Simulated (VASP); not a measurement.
Wanted: the native input for a VASP 6.6.1 run.

* Task: single point
* Functional: PBE
* Potentials or basis: VASP PAW PBE potentials, release 64 (Be, Mo_sv)
* Cutoff: 520 eV
* k mesh: 8 × 8 × 8
* Occupations: gaussian, width 0.1 eV
* Spin: no spin polarisation
* Dipole correction: no
* Further INCAR settings: ALGO = Fast; EDIFF = 1e-06; NBANDS = 25

The structure of Be3Mo2 lies in POSCAR:

```
Be3Mo2
1.0
   -1.5395055589      1.5395055589      6.5044261313
    1.5395055589     -1.5395055589      6.5044261313
    1.5395055589      1.5395055589     -6.5044261313
Be Mo
3 2
Direct
    0.0975802032      0.0975802032      0.0000000000
    0.5000000000      0.5000000000      0.0000000000
    0.9024197968      0.9024197968      0.0000000000
    0.3041924333      0.3041924333      0.0000000000
    0.6958075667      0.6958075667      0.0000000000
```

These files were run (other wordings do the same):

INCAR

```
SYSTEM = Be3Mo2
PREC     = Accurate       ! precision mode
ENCUT    = 520            ! plane-wave cutoff, eV
EDIFF    = 1E-6           ! SCF threshold, eV
ISMEAR   = 0              ! smearing method
SIGMA    = 0.1            ! smearing width, eV
LREAL    = .FALSE.        ! projectors in reciprocal space
LASPH    = .TRUE.         ! aspherical terms in the spheres
NELM     = 80             ! most SCF steps
ALGO     = Fast           ! electronic algorithm
ISIF     = 2              ! what is computed and relaxed
LWAVE    = .FALSE.        ! write WAVECAR
LCHARG   = .TRUE.         ! write CHGCAR
GGA      = PE             ! functional
LELF     = .TRUE.         ! ELF
LVHAR    = .TRUE.       
NBANDS   = 25             ! bands
```

KPOINTS

```
regular mesh
0
G
  8 8 8
  0 0 0
```

Potentials or basis: VASP PAW PBE potentials, release 64 (Be, Mo_sv).

Command:

```console
$ cat potpaw_PBE.64/Be/POTCAR potpaw_PBE.64/Mo_sv/POTCAR > POTCAR
$ mpirun -np 1 vasp_std > vasp.out
```

Results of the run:

The pressure is 0.5 GPa. The largest force is 0.064 eV/Å and the band gap on the k mesh is zero (bands 17 and 18 overlap by 0.58 eV).

It took 12 min on 1 thread of Oxide Virtual Turin-like Processor, with other jobs on the host, peak memory 0.38 GiB.
